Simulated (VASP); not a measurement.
# EuS (Fm-3m) in VASP: density of states with PBE

Aim: the density of states of EuS with PBE.

Everything below comes from runs of VASP 6.6.1. Logs are shortened: lines on timing, memory, paths and dates and some standing lists are left out, and cuts for length are marked.

## Step 1: The cell of the first run

Symmetry: Fm-3m, No. 225, cubic system. Conventional cell: a = 5.850 Å, b = 5.850 Å, c = 5.850 Å, α = 90.00°, β = 90.00°, γ = 90.00°. Within 3.9 Å of Eu (site symmetry m-3m) lie 6 S at 2.93 Å. Within 3.9 Å of S (site symmetry m-3m) lie 6 Eu at 2.93 Å.

## Step 2: Density of states, PBE, collinear spin, ferromagnetic start

POSCAR reads:

```
EuS
1.0
    0.0000000000      2.9252338572      2.9252338572
    2.9252338572      0.0000000000      2.9252338572
    2.9252338572      2.9252338572      0.0000000000
Eu S
1 1
Direct
    0.0000000000      0.0000000000      0.0000000000
    0.5000000000      0.5000000000      0.5000000000
```

INCAR.step1 reads:

```
  PREC = Accurate
  ENCUT = 520
  EDIFF = 1E-6
  ISMEAR = 0
  SIGMA = 0.05
  LREAL = F
  LASPH = T
  NELM = 200
  ALGO = Normal
  ISIF = 2
  LWAVE = F
  LCHARG = T
  ISPIN = 2
  MAGMOM = 7.4 0
  LMAXMIX = 6
  GGA = PE
  NBANDS = 22
  GGA_COMPAT = F
  NEDOS = 2001
  LORBIT = 11
```

KPOINTS.step1 reads:

```
regular mesh
0
Gamma
  10 10 10
```

INCAR.step2 reads:

```
  PREC = Accurate
  ENCUT = 520
  EDIFF = 1E-6
  ISMEAR = -5
  SIGMA = 0.05
  LREAL = F
  LASPH = T
  NELM = 200
  ALGO = Normal
  ISIF = 2
  LWAVE = F
  LCHARG = F
  ISPIN = 2
  MAGMOM = 7.4 0
  LORBIT = 11
  LMAXMIX = 6
  GGA = PE
  NBANDS = 22
  NEDOS = 1001
  ICHARG = 11
  GGA_COMPAT = F
```

KPOINTS.step2 reads:

```
regular mesh
0
Gamma
  15 15 15
```

Potentials or basis: VASP PAW PBE potentials, release 64 (Eu, S).

Run with:

```sh
cat potpaw_PBE.64/Eu/POTCAR potpaw_PBE.64/S/POTCAR > POTCAR
cp INCAR.step1 INCAR
cp KPOINTS.step1 KPOINTS
mpirun -np 1 vasp_std > vasp.out
cp INCAR.step2 INCAR
cp KPOINTS.step2 KPOINTS
mpirun -np 1 vasp_std > vasp.out
```

OUTCAR:

```text
PREC = Accurate
   ENCUT = 520
   EDIFF = 1E-6
   ISMEAR = -5
   LREAL = F
   LASPH = T
   NELM = 200
   ISIF = 2
   ISPIN = 2
   LORBIT = 11
   GGA = PE
   ICHARG = 11

 ion  position               nearest neighbor table
   1  0.000  0.000  0.000-   2 2.93   2 2.93   2 2.93   2 2.93   2 2.93   2 2.93
   2  0.500  0.500  0.500-   1 2.93   1 2.93   1 2.93   1 2.93   1 2.93   1 2.93

  LATTYP: Found a face centered cubic cell.
 ALAT       =     5.8504677144

  Lattice vectors:

 A1 = (   0.0000000000,   2.9252338572,   2.9252338572)
 A2 = (   2.9252338572,   0.0000000000,   2.9252338572)
 A3 = (   2.9252338572,   2.9252338572,   0.0000000000)

Analysis of symmetry for initial positions (statically):
=====================================================================
 Subroutine PRICEL returns:
 Original cell was already a primitive cell.

 Routine SETGRP: Setting up the symmetry group for a
 face centered cubic supercell.

 Subroutine GETGRP returns: Found 48 space group operations
 (whereof 48 operations were pure point group operations)
 out of a pool of 48 trial point group operations.

The static configuration has the point symmetry O_h .

Analysis of symmetry for dynamics (positions and initial velocities):
=====================================================================
 Subroutine PRICEL returns:
 Original cell was already a primitive cell.

 Routine SETGRP: Setting up the symmetry group for a
 face centered cubic supercell.

 Subroutine GETGRP returns: Found 48 space group operations
 (whereof 48 operations were pure point group operations)
 out of a pool of 48 trial point group operations.

The dynamic configuration has the point symmetry O_h .

Analysis of structural, dynamic, and magnetic symmetry:
=====================================================================
 Subroutine PRICEL returns:
 Original cell was already a primitive cell.

 Routine SETGRP: Setting up the symmetry group for a
 face centered cubic supercell.

 Subroutine GETGRP returns: Found 48 space group operations
 (whereof 48 operations were pure point group operations)
 out of a pool of 48 trial point group operations.

The overall configuration has the point symmetry O_h .

 Subroutine INISYM returns: Found 48 space group operations
 (whereof 48 operations are pure point group operations),
 and found     1 'primitive' translations

----------------------------------------------------------------------------------------

                                     Primitive cell

  volume of cell :      50.0624

  direct lattice vectors                    reciprocal lattice vectors
     0.000000000  2.925233857  2.925233857    -0.170926505  0.170926505  0.170926505
     2.925233857  0.000000000  2.925233857     0.170926505 -0.170926505  0.170926505
     2.925233857  2.925233857  0.000000000     0.170926505  0.170926505 -0.170926505

  length of vectors
     4.136905394  4.136905394  4.136905394     0.296053391  0.296053391  0.296053391

  position of ions in fractional coordinates (direct lattice)
     0.000000000  0.000000000  0.000000000
     0.500000000  0.500000000  0.500000000

  ion indices of the primitive-cell ions
   primitive index   ion index
                 1           1
                 2           2

----------------------------------------------------------------------------------------

 KPOINTS: regular mesh

Automatic generation of k-mesh.
 Grid dimensions read from file:
 generate k-points for:   15   15   15

 Generating k-lattice:

  Cartesian coordinates                     Fractional coordinates (reciprocal lattice)
    -0.011395100  0.011395100  0.011395100     0.066666667  0.000000000  0.000000000
     0.011395100 -0.011395100  0.011395100     0.000000000  0.066666667  0.000000000
     0.011395100  0.011395100 -0.011395100     0.000000000  0.000000000  0.066666667

  Length of vectors
     0.019736893  0.019736893  0.019736893

  Shift w.r.t. Gamma in fractional coordinates (k-lattice)
     0.000000000  0.000000000  0.000000000

 TETIRR: Found    484 inequivalent tetrahedra from    20250

 Subroutine IBZKPT returns following result:
 ===========================================

 Found    120 irreducible k-points:

 Following reciprocal coordinates:
            Coordinates               Weight
  0.000000  0.000000  0.000000      1.000000
  0.066667  0.000000  0.000000      8.000000
  0.133333  0.000000  0.000000      8.000000
  0.200000  0.000000  0.000000      8.000000
  0.266667  0.000000  0.000000      8.000000
  0.333333  0.000000  0.000000      8.000000
[... 16 lines left out ...]
  0.133333  0.133333  0.000000      6.000000
  0.200000  0.133333  0.000000     24.000000
 [... further k-points ...]
   k-points           NKPTS =    120   k-points in BZ     NKDIM =    120   number of bands    NBANDS=     22
   number of dos      NEDOS =   1001   number of ions     NIONS =      2
   total plane-waves  NPLWV =  32768
   dimension x,y,z NGX =    32 NGY =   32 NGZ =   32
   dimension x,y,z NGXF=    64 NGYF=   64 NGZF=   64
   ions per type =               1   1
   NGX,Y,Z   is equivalent  to a cutoff of  12.86, 12.86, 12.86 a.u.
   NGXF,Y,Z  is equivalent  to a cutoff of  25.72, 25.72, 25.72 a.u.
 SYSTEM =  unknown system
   PREC   = accura    normal or accurate (medium, high low for compatibility)
   ISTART =      0    job   : 0-new  1-cont  2-samecut
   ICHARG =     11    charge: 1-file 2-atom 10-const
   ISPIN  =      2    spin polarized calculation?
   LNONCOLLINEAR =      F non collinear calculations
   LSORBIT =      F    spin-orbit coupling
   LASPH  =      T    aspherical Exc in radial PAW
   ENCUT  =  520.0 eV  38.22 Ry    6.18 a.u.   7.69  7.69  7.69*2*pi/ulx,y,z
   NELM   =    200;   NELMIN=  2; NELMDL=  0     # of ELM steps
   EDIFF  = 0.1E-05   stopping-criterion for ELM
   LREAL  =      F    real-space projection
   EDIFFG = 0.1E-04   stopping-criterion for IOM
   NSW    =      0    number of steps for IOM
   IBRION =     -1    ionic relax: 0-MD 1-quasi-New 2-CG
   NFREE  =      0    steps in history (QN), initial steepest desc. (CG)
   ISIF   =      2    stress and relaxation
   ISYM   =      2    0-nonsym 1-usesym 2-fastsym
   POTIM  = 0.5000    time-step for ionic-motion
   TEBEG  =    0.0;   TEEND  =   0.0 temperature during run
   PSTRESS=    0.0 pullay stress
   NELECT =      23.0000    total number of electrons
   NUPDOWN=      -1.0000    fix difference up-down
   EMIN   =  10.00;   EMAX   =-10.00  energy-range for DOS
   EFERMI =   0.00;   METHOD = LEGACY
   ISMEAR =    -5;   SIGMA  =   0.05  broadening in eV -4-tet -1-fermi 0-gaus
   EFERMI_NEDOS =   21; number of points for ismear=-14 and -15
   IALGO  =     38    algorithm
   IMIX   =      4    mixing-type and parameters
     AMIX     =   0.40;   BMIX     =  1.00
     AMIX_MAG =   1.60;   BMIX_MAG =  1.00
  volume/ion in A,a.u.               =      25.03       168.92
  Fermi-wavevector in a.u.,A,eV,Ry     =   1.263223  2.387146 21.711273  1.595734
  Thomas-Fermi vector in A             =   2.396591
   LORBIT       =     11    0 simple, 1 ext, 2 COOP (PROOUT), +10 PAW based schemes
   GGA     = PE    functional components
   LHFCALC =     F    Hartree Fock is set to
   AEXX    =    0.0000 exact exchange contribution
   IVDW    =     0    specifies the selected vdW correction
   LEPSILON=     F    determine dielectric tensor
   LRPA    =     F    only Hartree local field effects (RPA)
 spin polarized calculation
 Fermi weights with tetrahedron method with Bloechl corrections
  energy-cutoff  :      520.00
  volume of cell :       50.06
 maximum number of plane-waves:      1367

 number of electron      22.9999993 magnetization       6.9726906

 Free energy of the ion-electron system (eV)
  ---------------------------------------------------
  ext. energy  EPLUGINS =         0.00000000
  ---------------------------------------------------
  free energy    TOTEN  =       -19.92321625 eV

  energy without entropy =      -19.92321625  energy(sigma->0) =      -19.92321625

 E-fermi :   4.5990     XC(G=0):  -9.8980

 val. band max:        4.6059976587   @ k =   0.1333   0.1333   0.0000
 cond. band min:       4.5566436402   @ k =   0.3333   0.3333   0.0000
 fundamental gap:     -0.0493540185
 Fermi energy:         4.5989890380

 spin component 1

 k-point     1 :       0.0000    0.0000    0.0000
  band No.  band energies     occupation
      1     -36.8221      1.00000
      2     -15.5180      1.00000
      3     -15.5180      1.00000
      4     -15.5180      1.00000
      5      -9.0066      1.00000
      6       1.8093      1.00000
[... 14 lines left out ...]
     21       6.5594      0.00000
     22      12.1036      0.00000
[... 552 lines left out ...]
  band No.  band energies     occupation
      1     -36.8161      1.00000
      2     -15.6355      1.00000
      3     -15.5460      1.00000
      4     -15.5423      1.00000
      5      -8.7117      1.00000
      6       0.5122      1.00000
[... 14 lines left out ...]
     21       9.1086      0.00000
     22      13.5794      0.00000

 [... further k-points ...]

 spin component 2

 k-point     1 :       0.0000    0.0000    0.0000
  band No.  band energies     occupation
      1     -33.7524      1.00000
      2     -13.2687      1.00000
      3     -13.2687      1.00000
      4     -13.2687      1.00000
      5      -8.9885      1.00000
      6       1.9874      1.00000
[... 14 lines left out ...]
     21       9.3796      0.00000
     22      13.3428      0.00000
[... 552 lines left out ...]
  band No.  band energies     occupation
      1     -33.7440      1.00000
      2     -13.4582      1.00000
      3     -13.3054      1.00000
      4     -13.3003      1.00000
      5      -8.6387      1.00000
      6       0.6917      1.00000
[... 14 lines left out ...]
     21      10.0364      0.00000
     22      14.6954      0.00000

 [... further k-points ...]

------------------------ aborting loop because EDIFF is reached ----------------------------------------

  FORCE on cell =-STRESS in cart. coord.  units (eV):
  Direction    XX          YY          ZZ          XY          YZ          ZX
  --------------------------------------------------------------------------------------
  -------------------------------------------------------------------------------------
  Total       -0.0719166     -0.0719166     -0.0719166      0.0000000      0.0000000     -0.0000000
  in kB       -2.3015911     -2.3015911     -2.3015911      0.0000000      0.0000000     -0.0000000
  external PRESSURE =      -2.3015911 kB  Pullay stress =       0.0000000 kB

 VOLUME and BASIS-vectors are now :
 -----------------------------------------------------------------------------
  energy-cutoff  :      520.00
  volume of cell :       50.06
      direct lattice vectors                 reciprocal lattice vectors
     0.000000000  2.925233857  2.925233857    -0.170926505  0.170926505  0.170926505
     2.925233857  0.000000000  2.925233857     0.170926505 -0.170926505  0.170926505
     2.925233857  2.925233857  0.000000000     0.170926505  0.170926505 -0.170926505

 POSITION                                       TOTAL-FORCE (eV/Angst)
 -----------------------------------------------------------------------------------
      0.00000      0.00000      0.00000         0.000000      0.000000     -0.000000
      2.92523      2.92523      2.92523         0.000000      0.000000      0.000000
 -----------------------------------------------------------------------------------
    total drift:                                0.000000     -0.000000     -0.000000

  FREE ENERGIE OF THE ION-ELECTRON SYSTEM (eV)
  ---------------------------------------------------
  free  energy   TOTEN  =       -19.9232162497 eV

  energy  without entropy=      -19.9232162497  energy(sigma->0) =      -19.92321625

 total charge

# of ion       s       p       d       f       tot
--------------------------------------------------
    1        2.029   5.759   0.341   6.633  14.763
    2        1.317   2.446   0.000   0.000   3.763
--------------------------------------------------
tot          3.346   8.206   0.341   6.633  18.526

 magnetization (x)

# of ion       s       p       d       f       tot
--------------------------------------------------
    1       -0.014  -0.112   0.102   6.597   6.572
    2       -0.008  -0.069   0.000   0.000  -0.076
--------------------------------------------------
tot         -0.022  -0.181   0.102   6.597   6.496
```

It took 2 min on 1 thread of Intel Xeon 6975P-C (Granite Rapids), shared host; peak memory 0.36 GiB.

What came out:

| Quantity | Value |
| --- | --- |
| Net moment | 6.97 μB per cell |
| Site moments | Eu +6.57; S -0.08 μB |
| Valence electrons inside the program's atomic spheres | Eu 14.76; S 3.76 |

Levels at points of the mesh, in eV from the Fermi level:
Spin up:
```
           k point  band 13  band 14  band 15  band 16  band 17  band 18
(0.00, 0.00, 0.00)     0.13     0.13     0.13     1.04     1.04     1.04
```
Spin down:
```tsv
k point	band 4	band 5	band 6	band 7	band 8	band 9	band 10	band 11	band 12	band 13
(0.00, 0.00, 0.00)	-17.87	-13.59	-2.61	-2.61	-2.61	1.77	1.82	1.82	1.82	2.74
```

Caveat: spin-orbit coupling is left out, which moves the levels of the heavy elements; a cell with one magnetic atom can't hold antiferromagnetic order, which such compounds often take; without U or exact exchange the open f shell lies at the Fermi level, which spoils levels, moments and volumes; tetrahedron occupations give inexact forces and stress in metals.
